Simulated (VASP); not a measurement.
Here is a VASP 6.6.1 calculation.

File INCAR:

```
SYSTEM = MoSeS
  ALGO = Normal
  DIPOL = 0.5 0.5 0.284
  EDIFF = 1E-6
  ENCUT = 400
  GGA_COMPAT = .FALSE.
  IDIPOL = 3
  ISIF = 2
  ISMEAR = 0
  LASPH = .TRUE.
  LCHARG = .FALSE.
  LDIPOL = .TRUE.
  LREAL = .FALSE.
  LWAVE = .FALSE.
  NBANDS = 20
  NELM = 120
  NELMDL = -8
  PREC = Accurate
  SIGMA = 0.03
```

The input KPOINTS:

```
k-points
0
G
  12 12 1
  0 0 0
```

The input POSCAR:

```
MoSeS
1.0
    3.1813228856      0.0000000000      0.0000000000
   -1.5906614428      2.7551064366      0.0000000000
    0.0000000000      0.0000000000     30.1999999990
S Mo Se
1 1 1
Direct
    0.6666666667      0.3333333333      0.2318149729
    0.3333333333      0.6666666667      0.2821044611
    0.6666666667      0.3333333333      0.3380673210
```

Potentials or basis: VASP PAW LDA potentials, release 64 (S, Mo_sv, Se).

Launch:

```sh
$ cat potpaw_LDA.64/S/POTCAR potpaw_LDA.64/Mo_sv/POTCAR potpaw_LDA.64/Se/POTCAR > POTCAR
$ mpirun -np 1 vasp_std > vasp.out
```

Task: Estimate the band gap on the k mesh.

Result: 1.76 eV, direct.

Task: What does it give for the largest force?

Result: 0.081 eV/Å.

Forces in eV/Å, atoms in the order of the input:
```
S    0.000  0.000 -0.021
Mo   0.000  0.000 -0.060
Se   0.000  0.000  0.081
```
